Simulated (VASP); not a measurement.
The system is B.

```xyz
8
Lattice="1.8814 -1.8146 0.0000 1.8814 1.8146 0.0000 -1.6845 0.0000 8.0605" Properties=species:S:1:pos:R:3 pbc="T T T"
B    -0.8423    0.0000    4.0302
B     0.0000    0.0000    0.0000
B     0.4152   -0.6133    3.0023
B     2.5055   -0.6133    1.0280
B     1.6632    0.6133    5.0582
B    -0.4271    0.6133    7.0325
B     0.6181   -0.2340    6.0453
B     1.4603    0.2340    2.0151
```

The cell was built from a structure type or drawn by symmetry, and may not be a known phase.

| Item | Value |
| --- | --- |
| Program | VASP 6.6.1 |
| Task | relaxation of cell and atoms |
| Functional | PBE |
| Potentials or basis | VASP PAW PBE potentials, release 64 (B) |
| Cutoff | 600 eV |
| k mesh | 6 × 6 × 2 |
| Occupations | gaussian, width 0.1 eV |
| Spin | no spin polarisation |

At the start: pressure 34.3 GPa; volume 6.88 Å³/atom.

Task: How do energy, volume and symmetry change on relaxing?

Result: Over 29 steps the energy falls by 491.5 meV/atom and the volume is 8.03 Å³/atom (+16.7 %); space group C2/c (No. 15, to 0.1 Å) before, Cccm (No. 66, to 0.1 Å).

Step by step:
| step | energy change (eV) | largest force (eV/Å) | pressure (GPa) | volume (Å³) |
| --- | --- | --- | --- | --- |
| 1 | 0.0000 | 2.8677 | 34.35 | 55.04 |
| 2 | -1.9031 | 1.2731 | -11.11 | 67.46 |
| 3 | -1.9514 | 1.4059 | -6.39 | 65.22 |
| 4 | -2.5000 | 1.3377 | 0.09 | 63.90 |
| 5 | -2.5927 | 1.7758 | 4.10 | 63.23 |
| 6 | -2.9292 | 1.7934 | 4.66 | 63.28 |
| 7 | -3.1718 | 2.8505 | 7.05 | 63.27 |
| 8 | -3.5005 | 2.0045 | 2.93 | 64.24 |
| 9 | -3.6325 | 1.2281 | -1.71 | 65.57 |
| 10 | -3.6349 | 1.2875 | -1.25 | 65.42 |
| 11 | -3.7525 | 0.5469 | -1.49 | 65.17 |
| 12 | -3.7806 | 0.5097 | -1.40 | 64.96 |
| 13 | -3.8059 | 0.4606 | -0.41 | 64.64 |
| 14 | -3.8341 | 0.3804 | 2.64 | 63.73 |
| 15 | -3.8526 | 0.3668 | 2.29 | 63.80 |
| 16 | -3.8888 | 0.3550 | 1.28 | 63.99 |
| 17 | -3.8729 | 0.3833 | -0.81 | 64.33 |
| 18 | -3.8976 | 0.3672 | 0.58 | 64.12 |
| 19 | -3.9113 | 0.1784 | -0.07 | 64.27 |
| 20 | -3.9162 | 0.1698 | -0.69 | 64.42 |
| 21 | -3.9217 | 0.0874 | -0.16 | 64.28 |
| 22 | -3.9224 | 0.0915 | 0.12 | 64.20 |
| 23 | -3.9245 | 0.0738 | 0.10 | 64.19 |
| 24 | -3.9259 | 0.0720 | 0.08 | 64.17 |
| 25 | -3.9277 | 0.0735 | 0.04 | 64.18 |
| 26 | -3.9295 | 0.0771 | -0.06 | 64.21 |
| 27 | -3.9308 | 0.0591 | 0.02 | 64.20 |
| 28 | -3.9317 | 0.0520 | 0.14 | 64.17 |
| 29 | -3.9321 | 0.0378 | 0.03 | 64.24 |

Final structure:
```cif
data_structure
_symmetry_space_group_name_H-M 'P 1'
_symmetry_Int_Tables_number 1
_cell_length_a 2.8786
_cell_length_b 2.8786
_cell_length_c 7.8272
_cell_angle_alpha 90.033
_cell_angle_beta 90.033
_cell_angle_gamma 82.061
_cell_volume 64.24
loop_
_atom_site_label
_atom_site_type_symbol
_atom_site_fract_x
_atom_site_fract_y
_atom_site_fract_z
_atom_site_occupancy
B1 B 0.00000 0.00000 0.50000 1
B2 B 0.00000 0.00000 0.00000 1
B3 B 0.49941 0.00019 0.38933 1
B4 B 0.99981 0.50059 0.11067 1
B5 B 0.50059 0.99981 0.61067 1
B6 B 0.00019 0.49941 0.88933 1
B7 B 0.50039 0.49961 0.75000 1
B8 B 0.49961 0.50039 0.25000 1
```

Caveat: the k points lie up to 0.40 Å⁻¹ apart in the final cell, too coarse for converged energies and pressures of a metal; the volume moved by over 15 % at a fixed basis, so the end points are rough.
